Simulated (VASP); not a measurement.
AlNi:

```
Ni Al
1.0
     2.88100    0.00000    0.00000
     0.00000    2.88100    0.00000
     0.00000    0.00000    2.88100
Ni Al
1 1
Direct
  0.50000 0.50000 0.50000
  0.00000 0.00000 0.00000
```

- Program: VASP 6.6.1
- Task: relaxation of cell and atoms
- Functional: RPBE
- Dispersion: D4
- Potentials or basis: VASP PAW PBE potentials, release 64 (Ni, Al)
- Cutoff: 600 eV
- k mesh: 9 × 9 × 9
- Occupations: fermi-dirac, width 0.05 eV
- Spin: collinear spin, ferromagnetic start
- Starting moments: [1.0, 0.0] μB

At the start: pressure -5.1 GPa; volume 11.96 Å³/atom.

Question: How do energy, volume and symmetry change on relaxing?

Answer: Over 3 steps the energy falls by 6.1 meV/atom and the volume is 11.58 Å³/atom (-3.1 %); space group Pm-3m (No. 221, to 0.05 Å); moment 0.00 μB per cell.

Step by step:
| step | energy change (eV) | largest force (eV/Å) | pressure (GPa) | volume (Å³) |
| --- | --- | --- | --- | --- |
| 1 | 0.0000 | 0.0000 | -5.08 | 23.91 |
| 2 | -0.0052 | 0.0000 | 4.31 | 22.62 |
| 3 | -0.0123 | 0.0000 | 0.01 | 23.16 |

Final structure:
```xyz
2
Lattice="2.8506 0.0000 0.0000 0.0000 2.8506 0.0000 0.0000 0.0000 2.8506" Properties=species:S:1:pos:R:3 pbc="T T T"
Ni    1.4253    1.4253    1.4253
Al    0.0000    0.0000    0.0000
```

Caveat: the PAW data sets were made with another functional, which shifts forces and pressure a little; pairwise dispersion overbinds metals, which lowers pressure and volume.
